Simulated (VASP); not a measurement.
# SiC (P6_3mc) in VASP: a series of runs

Runs on SiC. Level: PBEsol. Tasks: single point.

Everything below comes from runs of VASP 6.6.1. Logs are shortened: lines on timing, memory, paths and dates and some standing lists are left out, and cuts for length are marked.

### 1 The cell of the first run

It takes space group P6_3mc (No. 186, hexagonal). The conventional cell has a = 3.096 Å, b = 3.096 Å, c = 10.137 Å, α = 90.00°, β = 90.00°, γ = 120.00°. Si (site symmetry 3m) has 4 C at 1.89 to 1.90 Å within 2.5 Å. Within 2.5 Å of Si (site symmetry 3m) lie 4 C at 1.90 to 1.91 Å. Within 2.5 Å of C (site symmetry 3m) lie 4 Si at 1.90 Å. C (site symmetry 3m) has 4 Si at 1.89 to 1.91 Å within 2.5 Å.

### 2 Single point, PBEsol (volume scaled by 1.02)

Contents of INCAR:

```
SYSTEM = SiC
  PREC = Accurate
  ENCUT = 520
  EDIFF = 1E-6
  ISMEAR = -1
  SIGMA = 0.05
  LREAL = .False.
  LASPH = .True.
  NELM = 80
  ALGO = Normal
  ISIF = 2
  LWAVE = .False.
  LCHARG = .False.
  GGA = PS
  NBANDS = 26
```

Contents of KPOINTS:

```
Automatic mesh
0
Gamma
  10 10 3
  0 0 0
```

Contents of POSCAR:

```
SiC
1.0
    3.0960635787      0.0000000000      0.0000000000
   -1.5480317893      2.6812697109      0.0000000000
    0.0000000000      0.0000000000     10.1373414467
Si C
4 4
Direct
    0.0000000000      0.0000000000      0.1878943800
    0.0000000000      0.0000000000      0.6878943800
    0.3333333333      0.6666666667      0.4378419800
    0.6666666667      0.3333333333      0.9378419800
    0.0000000000      0.0000000000      0.0004600500
    0.0000000000      0.0000000000      0.5004600500
    0.3333333333      0.6666666667      0.2498025900
    0.6666666667      0.3333333333      0.7498025900
```

Potentials or basis: VASP PAW PBE potentials, release 64 (Si, C).

Launch:

```sh
> cat potpaw_PBE.64/Si/POTCAR potpaw_PBE.64/C/POTCAR > POTCAR
> mpirun -np 1 vasp_std > vasp.out
```

OUTCAR:

```text
SYSTEM = SiC
   PREC = Accurate
   ENCUT = 520
   EDIFF = 1E-6
   ISMEAR = -1
   LREAL = .False.
   LASPH = .True.
   NELM = 80
   ISIF = 2
   GGA = PS

 ion  position               nearest neighbor table
   1  0.000  0.000  0.188-   7 1.89   7 1.89   7 1.89   5 1.90   3 3.10   3 3.10   3 3.10   4 3.10
                             4 3.10   4 3.10
   2  0.000  0.000  0.688-   8 1.89   8 1.89   8 1.89   6 1.90   4 3.10   4 3.10   4 3.10   3 3.10
                             3 3.10   3 3.10
   3  0.333  0.667  0.438-   6 1.90   6 1.90   6 1.90   7 1.91   1 3.10   1 3.10   1 3.10   2 3.10
                             2 3.10   2 3.10
   4  0.667  0.333  0.938-   5 1.90   5 1.90   5 1.90   8 1.91   2 3.10   2 3.10   2 3.10   1 3.10
                             1 3.10   1 3.10
   5  0.000  0.000  0.000-   4 1.90   4 1.90   4 1.90   1 1.90
   6  0.000  0.000  0.500-   3 1.90   3 1.90   3 1.90   2 1.90
   7  0.333  0.667  0.250-   1 1.89   1 1.89   1 1.89   3 1.91
   8  0.667  0.333  0.750-   2 1.89   2 1.89   2 1.89   4 1.91

  LATTYP: Found a hexagonal cell.
 ALAT       =     3.0960635787
 C/A-ratio  =     3.2742678530

  Lattice vectors:

 A1 = (   3.0960635787,   0.0000000000,   0.0000000000)
 A2 = (  -1.5480317893,   2.6812697109,   0.0000000000)
 A3 = (   0.0000000000,   0.0000000000,  10.1373414467)

Analysis of symmetry for initial positions (statically):
=====================================================================
 Subroutine PRICEL returns:
 Original cell was already a primitive cell.

 Routine SETGRP: Setting up the symmetry group for a
 hexagonal supercell.

 Subroutine GETGRP returns: Found 12 space group operations
 (whereof  6 operations were pure point group operations)
 out of a pool of 24 trial point group operations.

The static configuration has the point symmetry C_3v.
 The point group associated with its full space group is C_6v.

Analysis of symmetry for dynamics (positions and initial velocities):
=====================================================================
 Subroutine PRICEL returns:
 Original cell was already a primitive cell.

 Routine SETGRP: Setting up the symmetry group for a
 hexagonal supercell.

 Subroutine GETGRP returns: Found 12 space group operations
 (whereof  6 operations were pure point group operations)
 out of a pool of 24 trial point group operations.

The dynamic configuration has the point symmetry C_3v.
 The point group associated with its full space group is C_6v.

 Subroutine INISYM returns: Found 12 space group operations
 (whereof  6 operations are pure point group operations),
 and found     1 'primitive' translations

----------------------------------------------------------------------------------------

                                     Primitive cell

  volume of cell :      84.1539

  direct lattice vectors                    reciprocal lattice vectors
     3.096063579  0.000000000  0.000000000     0.322990783  0.186478816  0.000000000
    -1.548031789  2.681269711  0.000000000     0.000000000  0.372957631  0.000000000
     0.000000000  0.000000000 10.137341447     0.000000000  0.000000000  0.098645193

  length of vectors
     3.096063579  3.096063579 10.137341447     0.372957631  0.372957631  0.098645193

  position of ions in fractional coordinates (direct lattice)
     0.000000000  0.000000000  0.187894380
     0.000000000  0.000000000  0.687894380
     0.333333333  0.666666667  0.437841980
     0.666666667  0.333333333  0.937841980
     0.000000000  0.000000000  0.000460050
     0.000000000  0.000000000  0.500460050
     0.333333333  0.666666667  0.249802590
     0.666666667  0.333333333  0.749802590

  ion indices of the primitive-cell ions
   primitive index   ion index
                 1           1
                 2           2
                 3           3
                 4           4
                 5           5
                 6           6
                 7           7
                 8           8

----------------------------------------------------------------------------------------

 KPOINTS: Automatic mesh

Automatic generation of k-mesh.
 Grid dimensions read from file:
 generate k-points for:   10   10    3

 Generating k-lattice:

  Cartesian coordinates                     Fractional coordinates (reciprocal lattice)
     0.032299078  0.018647882  0.000000000     0.100000000  0.000000000  0.000000000
     0.000000000  0.037295763  0.000000000     0.000000000  0.100000000  0.000000000
     0.000000000  0.000000000  0.032881731     0.000000000  0.000000000  0.333333333

  Length of vectors
     0.037295763  0.037295763  0.032881731

  Shift w.r.t. Gamma in fractional coordinates (k-lattice)
     0.000000000  0.000000000  0.000000000

 Subroutine IBZKPT returns following result:
 ===========================================

 Found     28 irreducible k-points:

 Following reciprocal coordinates:
            Coordinates               Weight
  0.000000  0.000000  0.000000      1.000000
  0.100000  0.000000  0.000000      6.000000
  0.200000  0.000000  0.000000      6.000000
  0.300000  0.000000  0.000000      6.000000
  0.400000  0.000000  0.000000      6.000000
  0.500000  0.000000  0.000000      3.000000
[... 16 lines left out ...]
  0.300000  0.100000  0.333333     24.000000
  0.400000  0.100000  0.333333     24.000000
 [... further k-points ...]
   k-points           NKPTS =     28   k-points in BZ     NKDIM =     28   number of bands    NBANDS=     26
   number of dos      NEDOS =    301   number of ions     NIONS =      8
   total plane-waves  NPLWV =  46080
   dimension x,y,z NGX =    24 NGY =   24 NGZ =   80
   dimension x,y,z NGXF=    48 NGYF=   48 NGZF=  160
   ions per type =               4   4
   NGX,Y,Z   is equivalent  to a cutoff of  12.89, 12.89, 13.12 a.u.
   NGXF,Y,Z  is equivalent  to a cutoff of  25.77, 25.77, 26.24 a.u.
 SYSTEM =  SiC
   PREC   = accura    normal or accurate (medium, high low for compatibility)
   ISTART =      0    job   : 0-new  1-cont  2-samecut
   ICHARG =      2    charge: 1-file 2-atom 10-const
   ISPIN  =      1    spin polarized calculation?
   LNONCOLLINEAR =      F non collinear calculations
   LSORBIT =      F    spin-orbit coupling
   LASPH  =      T    aspherical Exc in radial PAW
   ENCUT  =  520.0 eV  38.22 Ry    6.18 a.u.   5.76  5.76 18.85*2*pi/ulx,y,z
   NELM   =     80;   NELMIN=  2; NELMDL= -5     # of ELM steps
   EDIFF  = 0.1E-05   stopping-criterion for ELM
   LREAL  =      F    real-space projection
   EDIFFG = 0.1E-04   stopping-criterion for IOM
   NSW    =      0    number of steps for IOM
   IBRION =     -1    ionic relax: 0-MD 1-quasi-New 2-CG
   NFREE  =      0    steps in history (QN), initial steepest desc. (CG)
   ISIF   =      2    stress and relaxation
   ISYM   =      2    0-nonsym 1-usesym 2-fastsym
   POTIM  = 0.5000    time-step for ionic-motion
   TEBEG  =    0.0;   TEEND  =   0.0 temperature during run
   PSTRESS=    0.0 pullay stress
   NELECT =      32.0000    total number of electrons
   NUPDOWN=      -1.0000    fix difference up-down
   EMIN   =  10.00;   EMAX   =-10.00  energy-range for DOS
   EFERMI =   0.00;   METHOD = LEGACY
   ISMEAR =    -1;   SIGMA  =   0.05  broadening in eV -4-tet -1-fermi 0-gaus
   EFERMI_NEDOS =   21; number of points for ismear=-14 and -15
   IALGO  =     38    algorithm
   IMIX   =      4    mixing-type and parameters
     AMIX     =   0.40;   BMIX     =  1.00
     AMIX_MAG =   1.60;   BMIX_MAG =  1.00
  volume/ion in A,a.u.               =      10.52        70.99
  Fermi-wavevector in a.u.,A,eV,Ry     =   1.186042  2.241294 19.139251  1.406695
  Thomas-Fermi vector in A             =   2.322223
   LORBIT       =      0    0 simple, 1 ext, 2 COOP (PROOUT), +10 PAW based schemes
   GGA     = PS    functional components
   LHFCALC =     F    Hartree Fock is set to
   AEXX    =    0.0000 exact exchange contribution
   IVDW    =     0    specifies the selected vdW correction
   LEPSILON=     F    determine dielectric tensor
   LRPA    =     F    only Hartree local field effects (RPA)
 non-spin polarized calculation
  energy-cutoff  :      520.00
  volume of cell :       84.15
 maximum number of plane-waves:      2286
 NGX is ok and might be reduce to    24
   NGX = 11   NGY = 11   NGZ = 37

 number of electron      32.0000001 magnetization

 Free energy of the ion-electron system (eV)
  ---------------------------------------------------
  ext. energy  EPLUGINS =         0.00000000
  ---------------------------------------------------
  free energy    TOTEN  =       -63.65703697 eV

  energy without entropy =      -63.65703697  energy(sigma->0) =      -63.65703697

 E-fermi :   8.9507     XC(G=0): -11.4307

 val. band max:        7.9374996798   @ k =   0.0000   0.0000   0.0000
 cond. band min:      10.0417224479   @ k =   0.5000   0.0000   0.0000
 fundamental gap:      2.1042227681
 Fermi energy:         8.9506743114

 k-point     1 :       0.0000    0.0000    0.0000
  band No.  band energies     occupation
      1      -7.4327      2.00000
      2      -6.2657      2.00000
      3      -6.2309      2.00000
      4      -3.8921      2.00000
      5      -0.6438      2.00000
      6       3.5627      2.00000
[... 18 lines left out ...]
     25      15.1427      0.00000
     26      15.8337      0.00000

 k-point     2 :       0.1000    0.0000    0.0000
  band No.  band energies     occupation
      1      -7.2608      2.00000
      2      -6.0993      2.00000
      3      -6.0638      2.00000
      4      -3.7468      2.00000
      5      -0.4864      2.00000
      6       3.6121      2.00000
[... 18 lines left out ...]
     25      15.3631      0.00000
[... 608 lines left out ...]
     25      16.0515      0.00000
     26      17.0427      0.00000

 k-point    24 :       0.4000    0.1000    0.3333
  band No.  band energies     occupation
      1      -4.1222      2.00000
      2      -3.8347      2.00000
      3      -2.9371      2.00000
      4      -2.5669      2.00000
      5      -0.1755      2.00000
      6       0.1745      2.00000
[... 18 lines left out ...]
     25      15.7140      0.00000
     26      16.6126      0.00000

 [... further k-points ...]

------------------------ aborting loop because EDIFF is reached ----------------------------------------

  FORCE on cell =-STRESS in cart. coord.  units (eV):
  Direction    XX          YY          ZZ          XY          YZ          ZX
  --------------------------------------------------------------------------------------
  -------------------------------------------------------------------------------------
  Total       -1.8116956     -1.8116956     -1.8440008     -0.0000000      0.0000000      0.0000000
  in kB      -34.4922381    -34.4922381    -35.1072843     -0.0000000      0.0000000      0.0000000
  external PRESSURE =     -34.6972535 kB  Pullay stress =       0.0000000 kB

 VOLUME and BASIS-vectors are now :
 -----------------------------------------------------------------------------
  energy-cutoff  :      520.00
  volume of cell :       84.15
      direct lattice vectors                 reciprocal lattice vectors
     3.096063579  0.000000000  0.000000000     0.322990783  0.186478816  0.000000000
    -1.548031789  2.681269711  0.000000000     0.000000000  0.372957631  0.000000000
     0.000000000  0.000000000 10.137341447     0.000000000  0.000000000  0.098645193

 POSITION                                       TOTAL-FORCE (eV/Angst)
 -----------------------------------------------------------------------------------
      0.00000      0.00000      1.90475         0.000000      0.000000     -0.000653
      0.00000      0.00000      6.97342         0.000000      0.000000     -0.000653
     -0.00000      1.78751      4.43855         0.000000      0.000000      0.001832
      1.54803      0.89376      9.50722         0.000000     -0.000000      0.001832
      0.00000      0.00000      0.00466         0.000000     -0.000000     -0.001770
      0.00000      0.00000      5.07333        -0.000000      0.000000     -0.001770
     -0.00000      1.78751      2.53233        -0.000000      0.000000      0.000591
      1.54803      0.89376      7.60100         0.000000     -0.000000      0.000591
 -----------------------------------------------------------------------------------
    total drift:                                0.000000      0.000000     -0.000856

  FREE ENERGIE OF THE ION-ELECTRON SYSTEM (eV)
  ---------------------------------------------------
  free  energy   TOTEN  =       -63.6570369721 eV

  energy  without entropy=      -63.6570369720  energy(sigma->0) =      -63.65703697
```

It took 24 s on 1 thread of Intel Xeon 6975P-C (Granite Rapids), shared host; peak memory 0.21 GiB.

Results:

| Property | Result |
| --- | --- |
| Free energy | -63.6570 eV |
| Pressure | -3.5 GPa |
| Band gap on the k mesh | 2.10 eV, indirect (least direct gap 3.23 eV) |

Caveat: the PAW data sets were made with another functional, which shifts forces and pressure a little.

### 3 Single point, PBEsol (volume scaled by 1.04)

Contents of INCAR:

```
SYSTEM = SiC
PREC     = Accurate       ! precision mode
ENCUT    = 520            ! plane-wave cutoff, eV
EDIFF    = 1E-6           ! SCF threshold, eV
ISMEAR   = -1             ! smearing method
SIGMA    = 0.05           ! smearing width, eV
LREAL    = .False.        ! projectors in reciprocal space
LASPH    = .True.         ! aspherical terms in the spheres
NELM     = 100            ! most SCF steps
ALGO     = Normal         ! electronic algorithm
ISIF     = 2              ! what is computed and relaxed
LWAVE    = .False.        ! write WAVECAR
LCHARG   = .False.        ! write CHGCAR
GGA      = PS             ! functional
NBANDS   = 26             ! bands
```

Contents of KPOINTS:

```
regular mesh
0
Gamma
  10 10 3
  0 0 0
```

POSCAR, as its differences from that of step 2:

```diff
@@ -2,5 +2,5 @@
 1.0
-    3.0960635787      0.0000000000      0.0000000000
-   -1.5480317893      2.6812697109      0.0000000000
-    0.0000000000      0.0000000000     10.1373414467
+    3.1161684510      0.0000000000      0.0000000000
+   -1.5580842255      2.6986810411      0.0000000000
+    0.0000000000      0.0000000000     10.2031701838
 Si C
```

Potentials or basis: VASP PAW PBE potentials, release 64 (Si, C).

Launch:

```sh
> cat potpaw_PBE.64/Si/POTCAR potpaw_PBE.64/C/POTCAR > POTCAR
> mpirun -np 1 vasp_std > vasp.out
```

It took 20 s on 1 thread of Intel Xeon 6975P-C (Granite Rapids), shared host; peak memory 0.21 GiB.

Results (log left out):

- Free energy: -63.6014 eV
- Pressure: -7.4 GPa
- Largest force: 0.008 eV/Å
- Band gap on the k mesh: 2.10 eV, indirect (least direct gap 3.21 eV)

Forces in eV/Å, atoms in the order of the input:
```
Si   0.000  0.000 -0.003
Si   0.000  0.000 -0.003
Si   0.000  0.000  0.008
Si   0.000  0.000  0.008
C    0.000  0.000 -0.002
C    0.000  0.000 -0.002
C    0.000  0.000 -0.003
C    0.000  0.000 -0.003
```

Levels at points of the mesh, in eV from the valence-band top:
| k point | band 14 | band 15 | band 16 | band 17 | band 18 | band 19 |
| --- | --- | --- | --- | --- | --- | --- |
| (0.00, 0.00, 0.00) | -0.05 | 0.00 | 0.00 | 4.72 | 5.30 | 5.82 |
| (0.50, 0.00, 0.00) | -2.19 | -1.56 | -1.12 | 2.10 | 2.20 | 4.00 |

Caveat: the PAW data sets were made with another functional, which shifts forces and pressure a little. A k mesh can miss the band edges.

[end of part 1 of 2]
